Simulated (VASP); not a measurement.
Input of a VASP 6.6.1 run:

Contents of INCAR:

```
PREC     = Accurate       # precision mode
ENCUT    = 520            # plane-wave cutoff, eV
EDIFF    = 1E-6           # SCF threshold, eV
ISMEAR   = 0              # smearing method
SIGMA    = 0.1            # smearing width, eV
LREAL    = F              # projectors in reciprocal space
LASPH    = T              # aspherical terms in the spheres
NELM     = 80             # most SCF steps
ALGO     = Normal         # electronic algorithm
ISIF     = 2              # what is computed and relaxed
LWAVE    = F              # write WAVECAR
LCHARG   = F              # write CHGCAR
LDIPOL   = T            
IDIPOL   = 3            
DIPOL    = 0.5 0.5 0.304
GGA      = PE             # functional
NBANDS   = 25             # bands
```

Contents of KPOINTS:

```
regular mesh
0
Gamma
  9 3 1
```

Contents of POSCAR:

```
Al9H
1.0
    2.8543223330      0.0000000000      0.0000000000
   -1.4271611665      9.7033329366      0.0000000000
    0.0000000000      0.0000000000     21.7902708969
Al H
9 1
Direct
    0.5324485604      0.0648971207      0.1835681630
    0.6709687938      0.3419375876      0.2292758741
    0.2986728405      0.5973456810      0.2384174163
    0.9263768872      0.8527537744      0.2475589585
    0.0639738222      0.1277383808      0.2937147080
    0.1995905480      0.4042696935      0.3452583266
    0.8288544886      0.6597110299      0.3524478004
    0.4526361687      0.9111292155      0.3607640453
    0.5925232094      0.1814597089      0.4034034702
    0.8425232094      0.4314597089      0.3896358580
```

Potentials or basis: VASP PAW PBE potentials, release 64 (Al, H).

Command:

```console
$ cat potpaw_PBE.64/Al/POTCAR potpaw_PBE.64/H/POTCAR > POTCAR
$ mpirun -np 1 vasp_std > vasp.out
```

(1) Predict the largest force.

(2) Estimate the band gap on the k mesh.

Results:

(1) 3.508 eV/Å.

(2) zero (bands 14 and 15 overlap by 0.67 eV).
